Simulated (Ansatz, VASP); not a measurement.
**WSe2: VASP beside Ansatz**

Contents of POSCAR:

```
WSe2
1.0
    3.3143636060      0.0000000000      0.0000000000
   -1.6571818030      2.8703230802      0.0000000000
    0.0000000000      0.0000000000     16.9918495136
W Se
1 2
Direct
    0.0000000000      0.0000000000      0.0000000000
    0.3333333333      0.6666666667      0.0997031696
    0.3333333333      0.6666666667      0.9002968304
```

INCAR.step1

```
ALGO = Normal
EDIFF = 1E-4
ENCUT = 520
GGA = PE
ISMEAR = 0
LASPH = True
LCHARG = False
LREAL = False
LUSENCCL = False
LWAVE = True
NELM = 60
PREC = Accurate
SIGMA = 0.02
```

The input INCAR.step2:

```
ALGO = Normal
EDIFF = 1E-6
EDIFFG = -0.008
ENCUT = 520
IBRION = 2
ISIF = 2
ISMEAR = 0
ISTART = 1
LASPH = True
LCHARG = False
LMIXTAU = True
LREAL = False
LUSENCCL = False
LWAVE = False
METAGGA = R2SCAN
NELM = 60
NSW = 60
PREC = Accurate
SIGMA = 0.02
```

KPOINTS

```
k-points
0
Gamma
  12 12 2
```

Input for Ansatz:

```yaml
crystal:
  lattice:
    - [3.314363606, 0.0, 0.0]
    - [-1.657181803, 2.8703230802, 0.0]
    - [0.0, 0.0, 16.9918495136]
  atoms:
    - { symbol: W, position: [0.0, 0.0, 0.0] }
    - { symbol: Se, position: [0.3333333333, 0.6666666667, 0.0997031696] }
    - { symbol: Se, position: [0.3333333333, 0.6666666667, 0.9002968304] }
basis:
  ecutwfc: 500
kpoints:
  mp_grid: { grid: [12, 12, 2] }
hamiltonian:
  xc: r2scan
scf:
  occupations: { method: gaussian, width: 0.02 }
output:
  forces: true
  stress: true
  eigenvalues: true
relax:
  adjacent_minimum: "off"
  f_tol: 0.008
  max_steps: 40
```

Change from the starting cell: strain along c alone, the other axes held, atoms relaxed: +2.0 %.

Alike in both runs: task relaxation of the atoms; functional r2SCAN; k mesh 12 × 12 × 2; occupations gaussian, width 0.02 eV; no spin polarisation.

```csv
,VASP,Ansatz
version,VASP 6.6.1,Ansatz 0.2.0
potentials or method,"VASP PAW PBE potentials, release 64 (W_sv, Se), cutoff 520 eV","scalar-relativistic, plane waves, PAW"
valence electrons in the cell,26,46
```

Ansatz gave:

* gap on the k mesh at the Fermi level, each at its own relaxed structure (eV): 1.64

Task: Which values does VASP return?

Result: gap on the k mesh at the Fermi level, each at its own relaxed structure (eV): 1.65.

VASP's potentials were made for PBE, not for r2SCAN. VASP's potentials hold 26 valence electrons a cell and Ansatz's 46, so a difference there can come from the potentials and not from the codes. Ansatz's warnings: stress scf threshold loose.

Spin-orbit coupling is off throughout.
